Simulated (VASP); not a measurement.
# YSiRu3 (Pm-3m) in VASP: further runs

The runs below take YSiRu3 through single point, relaxation of cell and atoms, with PBE.

All numbers are computed with VASP 6.6.1; they aren't measurements. Logs are shortened: lines on timing, memory, paths and dates and some standing lists are left out, and cuts for length are marked.

### 1 The cell of the first run

The structure is cubic, space group Pm-3m (No. 221). Conventional cell: a = 4.456 Å, b = 4.456 Å, c = 4.456 Å, α = 90.00°, β = 90.00°, γ = 90.00°. Within 4.1 Å of Y (site symmetry m-3m) lie 12 Ru at 3.15 Å and 8 Si at 3.86 Å. Within 2.9 Å of Si (site symmetry m-3m) lie 6 Ru at 2.23 Å. Within 2.9 Å of Ru (site symmetry 4/mmm) lie 2 Si at 2.23 Å.

### 2 Single point, PBE

File INCAR:

```
SYSTEM = YSiRu3
  ALGO = Normal
  EDIFF = 1E-6
  ENCUT = 500
  GGA = PE
  GGA_COMPAT = .False.
  ISIF = 2
  ISMEAR = 0
  LASPH = .True.
  LCHARG = .False.
  LREAL = .False.
  LWAVE = .False.
  NBANDS = 36
  NELM = 120
  PREC = Accurate
  SIGMA = 0.1
```

File KPOINTS:

```
k-points
0
Gamma
  8 8 8
  0 0 0
```

File POSCAR:

```
YSiRu3
1.0
    4.4562653796      0.0000000000      0.0000000000
    0.0000000000      4.4562653796      0.0000000000
    0.0000000000      0.0000000000      4.4562653796
Y Si Ru
1 1 3
Direct
    0.0000000000      0.0000000000      0.0000000000
    0.5000000000      0.5000000000      0.5000000000
    0.0000000000      0.5000000000      0.5000000000
    0.5000000000      0.0000000000      0.5000000000
    0.5000000000      0.5000000000      0.0000000000
```

Potentials or basis: VASP PAW PBE potentials, release 64 (Y_sv, Si, Ru_pv).

The run is started by

```sh
$ cat potpaw_PBE.64/Y_sv/POTCAR potpaw_PBE.64/Si/POTCAR potpaw_PBE.64/Ru_pv/POTCAR > POTCAR
$ mpirun -np 1 vasp_std > vasp.out
```

OUTCAR:

```text
SYSTEM = YSiRu3
   EDIFF = 1E-6
   ENCUT = 500
   GGA = PE
   ISIF = 2
   ISMEAR = 0
   LASPH = .True.
   LREAL = .False.
   NELM = 120
   PREC = Accurate

 ion  position               nearest neighbor table
   1  0.000  0.000  0.000-   3 3.15   4 3.15   5 3.15   3 3.15   4 3.15   3 3.15   5 3.15   3 3.15
                             4 3.15   5 3.15   4 3.15   5 3.15
   2  0.500  0.500  0.500-   3 2.23   4 2.23   5 2.23   5 2.23   4 2.23   3 2.23
   3  0.000  0.500  0.500-   2 2.23   2 2.23   4 3.15   5 3.15   1 3.15   5 3.15   1 3.15   4 3.15
                             1 3.15   1 3.15   4 3.15   5 3.15   5 3.15   4 3.15
   4  0.500  0.000  0.500-   2 2.23   2 2.23   3 3.15   5 3.15   1 3.15   5 3.15   1 3.15   3 3.15
                             5 3.15   5 3.15   1 3.15   3 3.15   1 3.15   3 3.15
   5  0.500  0.500  0.000-   2 2.23   2 2.23   3 3.15   4 3.15   1 3.15   3 3.15   4 3.15   1 3.15
                             4 3.15   4 3.15   1 3.15   3 3.15   3 3.15   1 3.15

  LATTYP: Found a simple cubic cell.
 ALAT       =     4.4562653796

  Lattice vectors:

 A1 = (   4.4562653796,   0.0000000000,   0.0000000000)
 A2 = (   0.0000000000,   4.4562653796,   0.0000000000)
 A3 = (   0.0000000000,   0.0000000000,   4.4562653796)

Analysis of symmetry for initial positions (statically):
=====================================================================
 Subroutine PRICEL returns:
 Original cell was already a primitive cell.

 Routine SETGRP: Setting up the symmetry group for a
 simple cubic supercell.

 Subroutine GETGRP returns: Found 48 space group operations
 (whereof 48 operations were pure point group operations)
 out of a pool of 48 trial point group operations.

The static configuration has the point symmetry O_h .

Analysis of symmetry for dynamics (positions and initial velocities):
=====================================================================
 Subroutine PRICEL returns:
 Original cell was already a primitive cell.

 Routine SETGRP: Setting up the symmetry group for a
 simple cubic supercell.

 Subroutine GETGRP returns: Found 48 space group operations
 (whereof 48 operations were pure point group operations)
 out of a pool of 48 trial point group operations.

The dynamic configuration has the point symmetry O_h .

 Subroutine INISYM returns: Found 48 space group operations
 (whereof 48 operations are pure point group operations),
 and found     1 'primitive' translations

----------------------------------------------------------------------------------------

                                     Primitive cell

  volume of cell :      88.4939

  direct lattice vectors                    reciprocal lattice vectors
     4.456265380  0.000000000  0.000000000     0.224403153  0.000000000  0.000000000
     0.000000000  4.456265380  0.000000000     0.000000000  0.224403153  0.000000000
     0.000000000  0.000000000  4.456265380     0.000000000  0.000000000  0.224403153

  length of vectors
     4.456265380  4.456265380  4.456265380     0.224403153  0.224403153  0.224403153

  position of ions in fractional coordinates (direct lattice)
     0.000000000  0.000000000  0.000000000
     0.500000000  0.500000000  0.500000000
     0.000000000  0.500000000  0.500000000
     0.500000000  0.000000000  0.500000000
     0.500000000  0.500000000  0.000000000

  ion indices of the primitive-cell ions
   primitive index   ion index
                 1           1
                 2           2
                 3           3
                 4           4
                 5           5

----------------------------------------------------------------------------------------

 KPOINTS: k-points

Automatic generation of k-mesh.
 Grid dimensions read from file:
 generate k-points for:    8    8    8

 Generating k-lattice:

  Cartesian coordinates                     Fractional coordinates (reciprocal lattice)
     0.028050394  0.000000000  0.000000000     0.125000000  0.000000000  0.000000000
     0.000000000  0.028050394  0.000000000     0.000000000  0.125000000  0.000000000
     0.000000000  0.000000000  0.028050394     0.000000000  0.000000000  0.125000000

  Length of vectors
     0.028050394  0.028050394  0.028050394

  Shift w.r.t. Gamma in fractional coordinates (k-lattice)
     0.000000000  0.000000000  0.000000000

 Subroutine IBZKPT returns following result:
 ===========================================

 Found     35 irreducible k-points:

 Following reciprocal coordinates:
            Coordinates               Weight
  0.000000  0.000000  0.000000      1.000000
  0.125000  0.000000  0.000000      6.000000
  0.250000  0.000000  0.000000      6.000000
  0.375000  0.000000  0.000000      6.000000
  0.500000  0.000000  0.000000      3.000000
  0.125000  0.125000  0.000000     12.000000
[... 16 lines left out ...]
  0.375000  0.375000  0.125000     24.000000
  0.500000  0.375000  0.125000     24.000000
 [... further k-points ...]
   k-points           NKPTS =     35   k-points in BZ     NKDIM =     35   number of bands    NBANDS=     36
   number of dos      NEDOS =    301   number of ions     NIONS =      5
   total plane-waves  NPLWV =  32768
   dimension x,y,z NGX =    32 NGY =   32 NGZ =   32
   dimension x,y,z NGXF=    64 NGYF=   64 NGZF=   64
   ions per type =               1   1   3
   NGX,Y,Z   is equivalent  to a cutoff of  11.94, 11.94, 11.94 a.u.
   NGXF,Y,Z  is equivalent  to a cutoff of  23.88, 23.88, 23.88 a.u.
 SYSTEM =  YSiRu3
   PREC   = accura    normal or accurate (medium, high low for compatibility)
   ISTART =      0    job   : 0-new  1-cont  2-samecut
   ICHARG =      2    charge: 1-file 2-atom 10-const
   ISPIN  =      1    spin polarized calculation?
   LNONCOLLINEAR =      F non collinear calculations
   LSORBIT =      F    spin-orbit coupling
   LASPH  =      T    aspherical Exc in radial PAW
   ENCUT  =  500.0 eV  36.75 Ry    6.06 a.u.   8.12  8.12  8.12*2*pi/ulx,y,z
   NELM   =    120;   NELMIN=  2; NELMDL= -5     # of ELM steps
   EDIFF  = 0.1E-05   stopping-criterion for ELM
   LREAL  =      F    real-space projection
   EDIFFG = 0.1E-04   stopping-criterion for IOM
   NSW    =      0    number of steps for IOM
   IBRION =     -1    ionic relax: 0-MD 1-quasi-New 2-CG
   NFREE  =      0    steps in history (QN), initial steepest desc. (CG)
   ISIF   =      2    stress and relaxation
   ISYM   =      2    0-nonsym 1-usesym 2-fastsym
   POTIM  = 0.5000    time-step for ionic-motion
   TEBEG  =    0.0;   TEEND  =   0.0 temperature during run
   PSTRESS=    0.0 pullay stress
   NELECT =      57.0000    total number of electrons
   NUPDOWN=      -1.0000    fix difference up-down
   EMIN   =  10.00;   EMAX   =-10.00  energy-range for DOS
   EFERMI =   0.00;   METHOD = LEGACY
   ISMEAR =     0;   SIGMA  =   0.10  broadening in eV -4-tet -1-fermi 0-gaus
   EFERMI_NEDOS =   21; number of points for ismear=-14 and -15
   IALGO  =     38    algorithm
   IMIX   =      4    mixing-type and parameters
     AMIX     =   0.40;   BMIX     =  1.00
     AMIX_MAG =   1.60;   BMIX_MAG =  1.00
  volume/ion in A,a.u.               =      17.70       119.44
  Fermi-wavevector in a.u.,A,eV,Ry     =   1.413824  2.671740 27.196669  1.998899
  Thomas-Fermi vector in A             =   2.535430
   LORBIT       =      0    0 simple, 1 ext, 2 COOP (PROOUT), +10 PAW based schemes
   GGA     = PE    functional components
   LHFCALC =     F    Hartree Fock is set to
   AEXX    =    0.0000 exact exchange contribution
   IVDW    =     0    specifies the selected vdW correction
   LEPSILON=     F    determine dielectric tensor
   LRPA    =     F    only Hartree local field effects (RPA)
 non-spin polarized calculation
 Gauss-broadening in eV      SIGMA  =   0.10
  energy-cutoff  :      500.00
  volume of cell :       88.49
 maximum number of plane-waves:      2301
   NGX = 17   NGY = 17   NGZ = 17

 number of electron      56.9999978 magnetization

 Free energy of the ion-electron system (eV)
  ---------------------------------------------------
  ext. energy  EPLUGINS =         0.00000000
  ---------------------------------------------------
  free energy    TOTEN  =       -39.82350387 eV

  energy without entropy =      -39.80016435  energy(sigma->0) =      -39.81183411

 E-fermi :   7.5087     XC(G=0): -11.8458

 val. band max:        7.5071923290   @ k =   0.5000   0.3750   0.0000
 cond. band min:       7.5139167365   @ k =   0.5000   0.5000   0.0000
 fundamental gap:      0.0067244075
 Fermi energy:         7.5086540217

 k-point     1 :       0.0000    0.0000    0.0000
  band No.  band energies     occupation
      1     -34.7228      2.00000
      2     -34.7228      2.00000
      3     -34.7228      2.00000
      4     -34.2433      2.00000
      5     -34.2433      2.00000
      6     -34.2433      2.00000
[... 28 lines left out ...]
     35      13.0728      0.00000
     36      13.0728      0.00000

 k-point     2 :       0.1250    0.0000    0.0000
  band No.  band energies     occupation
      1     -34.7221      2.00000
      2     -34.7219      2.00000
      3     -34.7219      2.00000
      4     -34.2731      2.00000
      5     -34.2434      2.00000
      6     -34.2434      2.00000
[... 28 lines left out ...]
     35      12.6440      0.00000
     36      12.6441      0.00000

 k-point     3 :       0.2500    0.0000    0.0000
  band No.  band energies     occupation
      1     -34.7203      2.00000
      2     -34.7198      2.00000
      3     -34.7198      2.00000
      4     -34.3068      2.00000
      5     -34.2438      2.00000
      6     -34.2438      2.00000
[... 28 lines left out ...]
     35      12.0072      0.00000
     36      12.0072      0.00000
[... 742 lines left out ...]
 k-point    23 :       0.3750    0.3750    0.1250
  band No.  band energies     occupation
      1     -34.7952      2.00000
      2     -34.6971      2.00000
      3     -34.6549      2.00000
      4     -34.3568      2.00000
      5     -34.2689      2.00000
      6     -34.2657      2.00000
[... 28 lines left out ...]
     35      10.8563      0.00000
     36      12.0875      0.00000

 k-point    24 :       0.5000    0.3750    0.1250
  band No.  band energies     occupation
      1     -34.8005      2.00000
      2     -34.6962      2.00000
      3     -34.6496      2.00000
      4     -34.3604      2.00000
      5     -34.2702      2.00000
      6     -34.2661      2.00000
[... 28 lines left out ...]
     35      10.8206      0.00000
     36      11.9763      0.00000

 [... further k-points ...]

------------------------ aborting loop because EDIFF is reached ----------------------------------------

  FORCE on cell =-STRESS in cart. coord.  units (eV):
  Direction    XX          YY          ZZ          XY          YZ          ZX
  --------------------------------------------------------------------------------------
  -------------------------------------------------------------------------------------
  Total       -0.0379732     -0.0379732     -0.0379732     -0.0000000     -0.0000000      0.0000000
  in kB       -0.6875026     -0.6875026     -0.6875026     -0.0000000     -0.0000000      0.0000000
  external PRESSURE =      -0.6875026 kB  Pullay stress =       0.0000000 kB

 VOLUME and BASIS-vectors are now :
 -----------------------------------------------------------------------------
  energy-cutoff  :      500.00
  volume of cell :       88.49
      direct lattice vectors                 reciprocal lattice vectors
     4.456265380  0.000000000  0.000000000     0.224403153  0.000000000  0.000000000
     0.000000000  4.456265380  0.000000000     0.000000000  0.224403153  0.000000000
     0.000000000  0.000000000  4.456265380     0.000000000  0.000000000  0.224403153

 POSITION                                       TOTAL-FORCE (eV/Angst)
 -----------------------------------------------------------------------------------
      0.00000      0.00000      0.00000         0.000000      0.000000      0.000000
      2.22813      2.22813      2.22813         0.000000      0.000000      0.000000
      0.00000      2.22813      2.22813         0.000000      0.000000      0.000000
      2.22813      0.00000      2.22813         0.000000      0.000000      0.000000
      2.22813      2.22813      0.00000         0.000000      0.000000      0.000000
 -----------------------------------------------------------------------------------
    total drift:                                0.000000     -0.000000     -0.000000

  FREE ENERGIE OF THE ION-ELECTRON SYSTEM (eV)
  ---------------------------------------------------
  free  energy   TOTEN  =       -39.8235038724 eV

  energy  without entropy=      -39.8001643492  energy(sigma->0) =      -39.81183411
```

It took 2 min on 1 thread of Intel Xeon 8259CL, shared host; peak memory 0.25 GiB.

What came out:

| Quantity | Value |
| --- | --- |
| Free energy | -39.8235 eV |
| Pressure | -0.1 GPa |

Levels at points of the mesh, in eV from the Fermi level:
```csv
k point,band 26,band 27,band 28,band 29,band 30,band 31
"(0.00, 0.00, 0.00)",-0.48,-0.48,-0.48,0.91,0.91,0.91
"(0.50, 0.00, 0.00)",-0.79,-0.31,-0.31,0.02,0.91,2.13
"(0.50, 0.50, 0.00)",-1.29,-0.45,-0.42,0.01,0.08,1.84
"(0.50, 0.50, 0.50)",-0.28,0.82,0.82,0.82,1.10,1.10
```

### 3 Relaxation of cell and atoms, PBE

File INCAR:

```
ALGO = Normal ; EDIFF = 1E-7
EDIFFG = -0.01 ; ENCUT = 500
GGA = PE ; GGA_COMPAT = False
IBRION = 2 ; ISIF = 3
ISMEAR = 0 ; LASPH = True
LCHARG = False ; LREAL = False
LWAVE = False ; NELM = 120
NELMIN = 4 ; NSW = 100
PREC = Accurate ; SIGMA = 0.1
```

File KPOINTS:

```
k-points
0
Gamma
  8 8 8
```

Changes to POSCAR since step 2:

```diff
@@ -2,5 +2,5 @@
 1.0
-    4.4562653796      0.0000000000      0.0000000000
-    0.0000000000      4.4562653796      0.0000000000
-    0.0000000000      0.0000000000      4.4562653796
+    4.4535951894      0.0000000000      0.0000000000
+    0.0000000000      4.4535951894      0.0000000000
+    0.0000000000      0.0000000000      4.4535951894
 Y Si Ru
```

Potentials or basis: VASP PAW PBE potentials, release 64 (Y_sv, Si, Ru_pv).

The run is started by

```sh
$ cat potpaw_PBE.64/Y_sv/POTCAR potpaw_PBE.64/Si/POTCAR potpaw_PBE.64/Ru_pv/POTCAR > POTCAR
$ mpirun -np 1 vasp_std > vasp.out
```

OUTCAR:

```text
EDIFF = 1E-7
   EDIFFG = -0.01
   ENCUT = 500
   GGA = PE
   IBRION = 2
   ISIF = 3
   ISMEAR = 0
   LASPH = True
   LREAL = False
   NELM = 120
   NELMIN = 4
   NSW = 100
   PREC = Accurate

 ion  position               nearest neighbor table
   1  0.000  0.000  0.000-   3 3.15   4 3.15   5 3.15   3 3.15   4 3.15   3 3.15   5 3.15   3 3.15
                             4 3.15   5 3.15   4 3.15   5 3.15
   2  0.500  0.500  0.500-   3 2.23   4 2.23   5 2.23   5 2.23   4 2.23   3 2.23
   3  0.000  0.500  0.500-   2 2.23   2 2.23   4 3.15   5 3.15   1 3.15   5 3.15   1 3.15   4 3.15
                             1 3.15   1 3.15   4 3.15   5 3.15   5 3.15   4 3.15
   4  0.500  0.000  0.500-   2 2.23   2 2.23   3 3.15   5 3.15   1 3.15   5 3.15   1 3.15   3 3.15
                             5 3.15   5 3.15   1 3.15   3 3.15   1 3.15   3 3.15
   5  0.500  0.500  0.000-   2 2.23   2 2.23   3 3.15   4 3.15   1 3.15   3 3.15   4 3.15   1 3.15
                             4 3.15   4 3.15   1 3.15   3 3.15   3 3.15   1 3.15

  LATTYP: Found a simple cubic cell.
 ALAT       =     4.4535951894

  Lattice vectors:

 A1 = (   4.4535951894,   0.0000000000,   0.0000000000)
 A2 = (   0.0000000000,   4.4535951894,   0.0000000000)
 A3 = (   0.0000000000,   0.0000000000,   4.4535951894)

Analysis of symmetry for initial positions (statically):
[... 185 lines left out ...]
  Direction    XX          YY          ZZ          XY          YZ          ZX
  --------------------------------------------------------------------------------------
  -------------------------------------------------------------------------------------
  Total        0.1233306      0.1233306      0.1233306      0.0000000      0.0000000      0.0000000
  in kB        2.2369139      2.2369139      2.2369139      0.0000000      0.0000000      0.0000000
  external PRESSURE =       2.2369139 kB  Pullay stress =       0.0000000 kB
[... 65 lines left out ...]
--------------------------------------- Ionic step        3  -------------------------------------------

 number of electron      56.9999978 magnetization

 Free energy of the ion-electron system (eV)
  ---------------------------------------------------
  ext. energy  EPLUGINS =         0.00000000
  ---------------------------------------------------
  free energy    TOTEN  =       -39.82347823 eV

  energy without entropy =      -39.80015663  energy(sigma->0) =      -39.81181743

 E-fermi :   7.5126     XC(G=0): -11.8477

 val. band max:        7.5111005177   @ k =   0.5000   0.3750   0.0000
 cond. band min:       7.5177549879   @ k =   0.5000   0.5000   0.0000
 fundamental gap:      0.0066544702
 Fermi energy:         7.5125975025

 k-point     1 :       0.0000    0.0000    0.0000
  band No.  band energies     occupation
      1     -34.7192      2.00000
      2     -34.7192      2.00000
      3     -34.7192      2.00000
      4     -34.2395      2.00000
      5     -34.2395      2.00000
      6     -34.2395      2.00000
[... 877 lines left out ...]
     33      10.3558      0.00000
     34      10.6938      0.00000

 [... further k-points ...]
[... 5 lines left out ...]
  --------------------------------------------------------------------------------------
  -------------------------------------------------------------------------------------
  Total        0.0038249      0.0038249      0.0038249     -0.0000000      0.0000000     -0.0000000
  in kB        0.0692755      0.0692755      0.0692755     -0.0000000      0.0000000     -0.0000000
  external PRESSURE =       0.0692755 kB  Pullay stress =       0.0000000 kB
[... 20 lines left out ...]
  FREE ENERGIE OF THE ION-ELECTRON SYSTEM (eV)
  ---------------------------------------------------
  free  energy   TOTEN  =       -39.8234782282 eV

  energy  without entropy=      -39.8001566318  energy(sigma->0) =      -39.81181743

 reached required accuracy - stopping structural energy minimisation
```

Wall time 4.9 min (1 thread of Intel Xeon 8259CL, shared host); peak memory 0.25 GiB.

What came out:

| Property | Result |
| --- | --- |
| Free energy | -39.8235 eV |
| Relaxed volume | 17.69 Å³/atom |
| Relaxed cell | a = 4.456 Å, b = 4.456 Å, c = 4.456 Å, α = 90.00°, β = 90.00°, γ = 90.00° |
| Space group after relaxing (to 0.05 Å) | Pm-3m (No. 221) |
| Energy gained by relaxing | 0.0 meV/atom |
| Ionic steps | 3 |
| Pressure after relaxing | 0.0 GPa |

Final structure:
```
Y Si Ru
1.0
     4.45571    0.00000    0.00000
     0.00000    4.45571    0.00000
     0.00000    0.00000    4.45571
Y Si Ru
1 1 3
Direct
  0.00000 0.00000 0.00000
  0.50000 0.50000 0.50000
  0.00000 0.50000 0.50000
  0.50000 0.00000 0.50000
  0.50000 0.50000 0.00000
```
